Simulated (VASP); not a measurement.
# Zn (P6_3/mmc) in VASP: a series of runs

Runs on Zn. Level: PBE. Tasks: electric field gradients.

Program: VASP 6.6.1. These are calculated values, not measurements. Logs are shortened: lines on timing, memory, paths and dates and some standing lists are left out, and cuts for length are marked.

**1. The cell of the first run**

Symmetry: P6_3/mmc, No. 194, hexagonal system. The conventional cell has a = 2.556 Å, b = 2.556 Å, c = 5.093 Å, α = 90.00°, β = 90.00°, γ = 120.00°. Within 3.4 Å of Zn (site symmetry -6m2) lie 12 Zn at 2.56 to 2.94 Å.

**2. Electric field gradients, PBE (x and y stretched by -3 %, z held)**

INCAR

```
SYSTEM = Zn
PREC     = Accurate       ! precision mode
ENCUT    = 520            ! plane-wave cutoff, eV
EDIFF    = 1E-8           ! SCF threshold, eV
ISMEAR   = -1             ! smearing method
SIGMA    = 0.08           ! smearing width, eV
LREAL    = .False.        ! projectors in reciprocal space
LASPH    = .True.         ! aspherical terms in the spheres
NELM     = 100            ! most SCF steps
ALGO     = Normal         ! electronic algorithm
ISIF     = 2              ! what is computed and relaxed
LWAVE    = .False.        ! write WAVECAR
LCHARG   = .False.        ! write CHGCAR
GGA      = PE             ! functional
LEFG     = .True.       
NBANDS   = 19             ! bands
```

KPOINTS

```
Automatic mesh
0
Gamma
  18 18 10
  0 0 0
```

POSCAR

```
Zn
1.0
    2.5563227947      0.0000000000      0.0000000000
   -1.2781613973      2.2138404805      0.0000000000
    0.0000000000      0.0000000000      5.0927270444
Zn
2
Direct
    0.3333333333      0.6666666667      0.2500000000
    0.6666666667      0.3333333333      0.7500000000
```

Potentials or basis: VASP PAW PBE potentials, release 64 (Zn).

Started as:

```console
> cat potpaw_PBE.64/Zn/POTCAR > POTCAR
> mpirun -np 1 vasp_std > vasp.out
```

OUTCAR:

```text
SYSTEM = Zn
   PREC = Accurate
   ENCUT = 520
   EDIFF = 1E-8
   ISMEAR = -1
   LREAL = .False.
   LASPH = .True.
   NELM = 100
   ISIF = 2
   GGA = PE

 ion  position               nearest neighbor table
   1  0.333  0.667  0.250-   2 2.94   2 2.94   2 2.94   2 2.94   2 2.94   2 2.94
   2  0.667  0.333  0.750-   1 2.94   1 2.94   1 2.94   1 2.94   1 2.94   1 2.94

  LATTYP: Found a hexagonal cell.
 ALAT       =     2.5563227947
 C/A-ratio  =     1.9922081260

  Lattice vectors:

 A1 = (   2.5563227947,   0.0000000000,   0.0000000000)
 A2 = (  -1.2781613973,   2.2138404805,   0.0000000000)
 A3 = (   0.0000000000,   0.0000000000,   5.0927270444)

Analysis of symmetry for initial positions (statically):
=====================================================================
 Subroutine PRICEL returns:
 Original cell was already a primitive cell.

 Routine SETGRP: Setting up the symmetry group for a
 hexagonal supercell.

 Subroutine GETGRP returns: Found 24 space group operations
 (whereof 12 operations were pure point group operations)
 out of a pool of 24 trial point group operations.

The static configuration has the point symmetry D_3d.
 The point group associated with its full space group is D_6h.

Analysis of symmetry for dynamics (positions and initial velocities):
=====================================================================
 Subroutine PRICEL returns:
 Original cell was already a primitive cell.

 Routine SETGRP: Setting up the symmetry group for a
 hexagonal supercell.

 Subroutine GETGRP returns: Found 24 space group operations
 (whereof 12 operations were pure point group operations)
 out of a pool of 24 trial point group operations.

The dynamic configuration has the point symmetry D_3d.
 The point group associated with its full space group is D_6h.

 Subroutine INISYM returns: Found 24 space group operations
 (whereof 12 operations are pure point group operations),
 and found     1 'primitive' translations

----------------------------------------------------------------------------------------

                                     Primitive cell
[... 123 lines left out ...]
  energy-cutoff  :      520.00
  volume of cell :       28.82
 maximum number of plane-waves:       799
 NGX is ok and might be reduce to    20
   NGX =  9   NGY =  9   NGZ = 19

 number of electron      23.9999990 magnetization

 Free energy of the ion-electron system (eV)
  ---------------------------------------------------
  ext. energy  EPLUGINS =         0.00000000
  ---------------------------------------------------
  free energy    TOTEN  =        -2.17373122 eV

  energy without entropy =       -2.16665892  energy(sigma->0) =       -2.17019507

 E-fermi :   3.3525     XC(G=0): -11.8146

 val. band max:        3.3283817314   @ k =   0.1111   0.1111   0.2000
 cond. band min:       3.4248277055   @ k =   0.1667   0.0556   0.2000
 fundamental gap:      0.0964459741
 Fermi energy:         3.3525423887

 k-point     1 :       0.0000    0.0000    0.0000
  band No.  band energies     occupation
      1      -7.3658      2.00000
      2      -5.5631      2.00000
      3      -4.7207      2.00000
      4      -4.3809      2.00000
      5      -4.3809      2.00000
      6      -4.3421      2.00000
[... 505 lines left out ...]
      6      -4.1605      2.00000
[... 11 lines left out ...]
     18      17.1794      0.00000
     19      18.6674      0.00000

 [... further k-points ...]

------------------------ aborting loop because EDIFF is reached ----------------------------------------

  FORCE on cell =-STRESS in cart. coord.  units (eV):
  Direction    XX          YY          ZZ          XY          YZ          ZX
  --------------------------------------------------------------------------------------
  -------------------------------------------------------------------------------------
  Total        1.6797083      1.6797083      0.3906849      0.0000000      0.0000000      0.0000000
  in kB       93.3753061     93.3753061     21.7182456      0.0000000      0.0000000      0.0000000
  external PRESSURE =      69.4896193 kB  Pullay stress =       0.0000000 kB

 VOLUME and BASIS-vectors are now :
 -----------------------------------------------------------------------------
  energy-cutoff  :      520.00
  volume of cell :       28.82
      direct lattice vectors                 reciprocal lattice vectors
     2.556322795  0.000000000  0.000000000     0.391186904  0.225851864  0.000000000
    -1.278161397  2.213840481  0.000000000     0.000000000  0.451703729  0.000000000
     0.000000000  0.000000000  5.092727044     0.000000000  0.000000000  0.196358452

 POSITION                                       TOTAL-FORCE (eV/Angst)
 -----------------------------------------------------------------------------------
     -0.00000      1.47589      1.27318         0.000000     -0.000000      0.000000
      1.27816      0.73795      3.81955        -0.000000      0.000000      0.000000
 -----------------------------------------------------------------------------------
    total drift:                               -0.000000      0.000000      0.000000

  FREE ENERGIE OF THE ION-ELECTRON SYSTEM (eV)
  ---------------------------------------------------
  free  energy   TOTEN  =        -2.1737312192 eV

  energy  without entropy=       -2.1666589172  energy(sigma->0) =       -2.17019507

 Electric field gradients (V/A^2)
---------------------------------------------------------------------
 ion       V_xx      V_yy      V_zz      V_xy      V_xz      V_yz
---------------------------------------------------------------------
   1     -32.675   -32.682    65.357    -0.006     0.000    -0.000
   2     -32.675   -32.682    65.357    -0.006    -0.000     0.000
---------------------------------------------------------------------

 Electric field gradients after diagonalization (V/A^2)
 (convention: |V_zz| > |V_xx| > |V_yy|)
----------------------------------------------------------------------
 ion       V_xx      V_yy      V_zz     asymmetry (V_yy - V_xx)/ V_zz
----------------------------------------------------------------------
   1     -32.685   -32.672    65.357       0.000
   2     -32.685   -32.672    65.357       0.000
----------------------------------------------------------------------

           NMR quadrupolar parameters

 Cq : quadrupolar parameter    Cq=e*Q*V_zz/h
 eta: asymmetry parameters     (V_yy - V_xx)/ V_zz
 Q  : nuclear electric quadrupole moment in mb (millibarn)
----------------------------------------------------------------------
 ion       Cq(MHz)       eta       Q (mb)
----------------------------------------------------------------------
   1       0.158       0.000       1.000
   2       0.158       0.000       1.000
----------------------------------------------------------------------
```

OSZICAR:

```text
N       E                     dE             d eps       ncg     rms          rms(c)
DAV:   1     0.113749809414E+03    0.11375E+03   -0.12368E+04  8724   0.202E+03
DAV:   2     0.271435287752E+01   -0.11104E+03   -0.10706E+03  8490   0.297E+02
DAV:   3    -0.239099499313E+01   -0.51053E+01   -0.50862E+01  9414   0.700E+01
DAV:   4    -0.242051548910E+01   -0.29520E-01   -0.29513E-01  9290   0.550E+00
DAV:   5    -0.242055165927E+01   -0.36170E-04   -0.36170E-04  9223   0.175E-01    0.464E+00
DAV:   6    -0.219133204457E+01    0.22922E+00   -0.85550E-01  9413   0.201E+01    0.331E+00
DAV:   7    -0.217924934261E+01    0.12083E-01   -0.30525E-02 10735   0.299E+00    0.167E+00
DAV:   8    -0.217372006901E+01    0.55293E-02   -0.21393E-03 11434   0.739E-01    0.510E-02
DAV:   9    -0.217372910600E+01   -0.90370E-05   -0.30894E-04 11140   0.226E-01    0.335E-02
DAV:  10    -0.217373178134E+01   -0.26753E-05   -0.28526E-05  8903   0.663E-02    0.330E-03
DAV:  11    -0.217373161459E+01    0.16675E-06   -0.14252E-07  9555   0.354E-03    0.219E-03
DAV:  12    -0.217373123320E+01    0.38138E-06   -0.47157E-08 10931   0.440E-03    0.220E-04
DAV:  13    -0.217373121837E+01    0.14835E-07   -0.24417E-09  5095   0.468E-04    0.615E-05
DAV:  14    -0.217373121923E+01   -0.85583E-09   -0.29691E-10  4724   0.191E-04
   1 F= -.21737312E+01 E0= -.21701951E+01  d E =-.707230E-02
```

Run time: 2.3 min. Hardware: 1 thread of Intel Xeon 8259CL, shared host; peak memory 0.22 GiB.

What came out:

- Free energy: -2.1737 eV
- Pressure: 6.9 GPa
- Band gap on the k mesh: zero (bands 12 and 13 overlap by 5.59 eV)
- Largest electric field gradient by atom: Zn +65.4 V/Å²

Levels at points of the mesh, in eV from the Fermi level:
```
           k point  band 10  band 11  band 12  band 13  band 14  band 15
(0.00, 0.00, 0.00)    -7.06    -7.06    -4.06    -3.64    11.91    15.98
(0.50, 0.00, 0.00)    -6.78    -2.63    -1.71     2.52     3.81     4.25
(0.00, 0.00, 0.50)    -7.13    -7.13    -7.13     3.59     3.59    21.08
(0.50, 0.00, 0.50)    -6.79    -1.77    -1.77     0.69     0.69     9.77
```

Electric field gradients, principal values (V/Å²):
```tsv
atom	least	middle	greatest (by size)
1 Zn	-32.672	-32.685	65.357
2 Zn	-32.672	-32.685	65.357
```

Caveat: the cell differs from its parent crystal (x and y stretched by -3 %, z held); the stress differs along the axes, from 2 to 9 GPa; without QUAD_EFG the Cq values of the log hold for a quadrupole moment of 1 mb, not for the nuclei.

**3. Electric field gradients, PBE (x and y stretched by -3 %, z held)**

INCAR

```
PREC = Accurate
ENCUT = 520
EDIFF = 1E-8
ISMEAR = -1
SIGMA = 0.08
LREAL = F
LASPH = T
NELM = 60
ALGO = Normal
ISIF = 2
LWAVE = F
LCHARG = F
GGA = PE
LEFG = T
NBANDS = 19
```

KPOINTS

```
Automatic mesh
0
Gamma
  18 18 10
```

POSCAR is that of step 2.

Potentials or basis: VASP PAW PBE potentials, release 64 (Zn).

Started as:

```console
> cat potpaw_PBE.64/Zn/POTCAR > POTCAR
> mpirun -np 1 vasp_std > vasp.out
```

OUTCAR:

```text
PREC = Accurate
   ENCUT = 520
   EDIFF = 1E-8
   ISMEAR = -1
   LREAL = F
   LASPH = T
   NELM = 60
   ISIF = 2
   GGA = PE

 ion  position               nearest neighbor table
   1  0.333  0.667  0.250-   2 2.94   2 2.94   2 2.94   2 2.94   2 2.94   2 2.94
   2  0.667  0.333  0.750-   1 2.94   1 2.94   1 2.94   1 2.94   1 2.94   1 2.94

  LATTYP: Found a hexagonal cell.
 ALAT       =     2.5563227947
 C/A-ratio  =     1.9922081260

  Lattice vectors:

 A1 = (   2.5563227947,   0.0000000000,   0.0000000000)
 A2 = (  -1.2781613973,   2.2138404805,   0.0000000000)
 A3 = (   0.0000000000,   0.0000000000,   5.0927270444)

Analysis of symmetry for initial positions (statically):
=====================================================================
 Subroutine PRICEL returns:
 Original cell was already a primitive cell.

 Routine SETGRP: Setting up the symmetry group for a
 hexagonal supercell.

 Subroutine GETGRP returns: Found 24 space group operations
 (whereof 12 operations were pure point group operations)
 out of a pool of 24 trial point group operations.

The static configuration has the point symmetry D_3d.
 The point group associated with its full space group is D_6h.

Analysis of symmetry for dynamics (positions and initial velocities):
=====================================================================
 Subroutine PRICEL returns:
 Original cell was already a primitive cell.

 Routine SETGRP: Setting up the symmetry group for a
 hexagonal supercell.

 Subroutine GETGRP returns: Found 24 space group operations
 (whereof 12 operations were pure point group operations)
 out of a pool of 24 trial point group operations.
[... 158 lines left out ...]
  band No.  band energies     occupation
      1      -7.3658      2.00000
      2      -5.5631      2.00000
      3      -4.7207      2.00000
      4      -4.3809      2.00000
      5      -4.3809      2.00000
      6      -4.3421      2.00000
[... 505 lines left out ...]
      6      -4.1605      2.00000
[... 11 lines left out ...]
     18      17.1794      0.00000
     19      18.6674      0.00000

 [... further k-points ...]

------------------------ aborting loop because EDIFF is reached ----------------------------------------

  FORCE on cell =-STRESS in cart. coord.  units (eV):
  Direction    XX          YY          ZZ          XY          YZ          ZX
  --------------------------------------------------------------------------------------
  -------------------------------------------------------------------------------------
  Total        1.6797083      1.6797083      0.3906849      0.0000000      0.0000000      0.0000000
  in kB       93.3753061     93.3753061     21.7182456      0.0000000      0.0000000      0.0000000
  external PRESSURE =      69.4896193 kB  Pullay stress =       0.0000000 kB

 VOLUME and BASIS-vectors are now :
 -----------------------------------------------------------------------------
  energy-cutoff  :      520.00
  volume of cell :       28.82
      direct lattice vectors                 reciprocal lattice vectors
     2.556322795  0.000000000  0.000000000     0.391186904  0.225851864  0.000000000
    -1.278161397  2.213840481  0.000000000     0.000000000  0.451703729  0.000000000
     0.000000000  0.000000000  5.092727044     0.000000000  0.000000000  0.196358452

 POSITION                                       TOTAL-FORCE (eV/Angst)
 -----------------------------------------------------------------------------------
     -0.00000      1.47589      1.27318         0.000000     -0.000000      0.000000
      1.27816      0.73795      3.81955        -0.000000      0.000000      0.000000
 -----------------------------------------------------------------------------------
    total drift:                               -0.000000      0.000000      0.000000

  FREE ENERGIE OF THE ION-ELECTRON SYSTEM (eV)
  ---------------------------------------------------
  free  energy   TOTEN  =        -2.1737312192 eV

  energy  without entropy=       -2.1666589172  energy(sigma->0) =       -2.17019507

 Electric field gradients (V/A^2)
---------------------------------------------------------------------
 ion       V_xx      V_yy      V_zz      V_xy      V_xz      V_yz
---------------------------------------------------------------------
   1     -32.675   -32.682    65.357    -0.006     0.000    -0.000
   2     -32.675   -32.682    65.357    -0.006    -0.000     0.000
---------------------------------------------------------------------

 Electric field gradients after diagonalization (V/A^2)
 (convention: |V_zz| > |V_xx| > |V_yy|)
----------------------------------------------------------------------
 ion       V_xx      V_yy      V_zz     asymmetry (V_yy - V_xx)/ V_zz
----------------------------------------------------------------------
   1     -32.685   -32.672    65.357       0.000
   2     -32.685   -32.672    65.357       0.000
----------------------------------------------------------------------

           NMR quadrupolar parameters

 Cq : quadrupolar parameter    Cq=e*Q*V_zz/h
 eta: asymmetry parameters     (V_yy - V_xx)/ V_zz
 Q  : nuclear electric quadrupole moment in mb (millibarn)
----------------------------------------------------------------------
 ion       Cq(MHz)       eta       Q (mb)
----------------------------------------------------------------------
   1       0.158       0.000       1.000
   2       0.158       0.000       1.000
----------------------------------------------------------------------
```

OSZICAR:

```text
N       E                     dE             d eps       ncg     rms          rms(c)
DAV:   1     0.113749809414E+03    0.11375E+03   -0.12368E+04  8724   0.202E+03
DAV:   2     0.271435287752E+01   -0.11104E+03   -0.10706E+03  8490   0.297E+02
DAV:   3    -0.239099499313E+01   -0.51053E+01   -0.50862E+01  9414   0.700E+01
DAV:   4    -0.242051548910E+01   -0.29520E-01   -0.29513E-01  9290   0.550E+00
DAV:   5    -0.242055165927E+01   -0.36170E-04   -0.36170E-04  9223   0.175E-01    0.464E+00
DAV:   6    -0.219133204457E+01    0.22922E+00   -0.85550E-01  9413   0.201E+01    0.331E+00
DAV:   7    -0.217924934261E+01    0.12083E-01   -0.30525E-02 10735   0.299E+00    0.167E+00
DAV:   8    -0.217372006901E+01    0.55293E-02   -0.21393E-03 11434   0.739E-01    0.510E-02
DAV:   9    -0.217372910600E+01   -0.90370E-05   -0.30894E-04 11140   0.226E-01    0.335E-02
DAV:  10    -0.217373178134E+01   -0.26753E-05   -0.28526E-05  8903   0.663E-02    0.330E-03
DAV:  11    -0.217373161459E+01    0.16675E-06   -0.14252E-07  9555   0.354E-03    0.219E-03
DAV:  12    -0.217373123320E+01    0.38138E-06   -0.47157E-08 10931   0.440E-03    0.220E-04
DAV:  13    -0.217373121837E+01    0.14835E-07   -0.24417E-09  5095   0.468E-04    0.615E-05
DAV:  14    -0.217373121923E+01   -0.85583E-09   -0.29691E-10  4724   0.191E-04
   1 F= -.21737312E+01 E0= -.21701951E+01  d E =-.707230E-02
```

Wall time 2.4 min (1 thread of Intel Xeon 8259CL, shared host); peak memory 0.22 GiB.

Results:

- Free energy: -2.1737 eV
- Pressure: 6.9 GPa
- Band gap on the k mesh: zero (bands 12 and 13 overlap by 5.59 eV)
- Largest electric field gradient by atom: Zn +65.4 V/Å²

Electric field gradients, principal values (V/Å²):
```csv
atom,least,middle,greatest (by size)
1 Zn,-32.672,-32.685,65.357
2 Zn,-32.672,-32.685,65.357
```

Caveat: the cell differs from its parent crystal (x and y stretched by -3 %, z held); the stress differs along the axes, from 2 to 9 GPa; without QUAD_EFG the Cq values of the log hold for a quadrupole moment of 1 mb, not for the nuclei.

(Part 1 of 2 ends here.)

The gap in the log of VASP goes by the Fermi energy; the results here count the filled bands.